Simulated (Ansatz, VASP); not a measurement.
Two plane-wave programs on Cu

```xyz
1
Lattice="0.0000 1.8617 1.7804 1.8617 0.0000 1.7804 1.8617 1.8617 0.0000" Properties=species:S:1:pos:R:3 pbc="T T T"
Cu    0.0000    0.0000    0.0000
```

Change from the starting cell: strain +0.030 along x and y, -0.015 along z, atoms carried along.

Alike in both runs: task single point; functional PBEsol; k mesh 22 × 22 × 22; occupations gaussian, width 0.15 eV; no spin polarisation.

```csv
,VASP,Ansatz
version,VASP 6.6.1,Ansatz 0.2.0
potentials or method,"VASP PAW PBE potentials, release 64 (Cu), cutoff 520 eV","scalar-relativistic, plane waves, PAW"
valence electrons in the cell,11,19
```

Ansatz gave:

```
gap on the k mesh at the Fermi level (eV)                     : none
pressure (GPa)                                                : -11.7
traceless stress, the component that is largest in VASP (GPa) : 1.33
```

Q: What did VASP give for the same quantities?

A: gap on the k mesh at the Fermi level (eV): none; pressure (GPa): -10.9; traceless stress, the component that is largest in VASP (GPa): 1.31.

VASP's potentials were made for PBE, not for PBEsol. A gap of «none» marks a metal or a gap that the smearing closes. The functional is the same, so the differences come from potentials, cutoffs and numerics. VASP's potentials hold 11 valence electrons a cell and Ansatz's 19, so a difference there can come from the potentials and not from the codes.
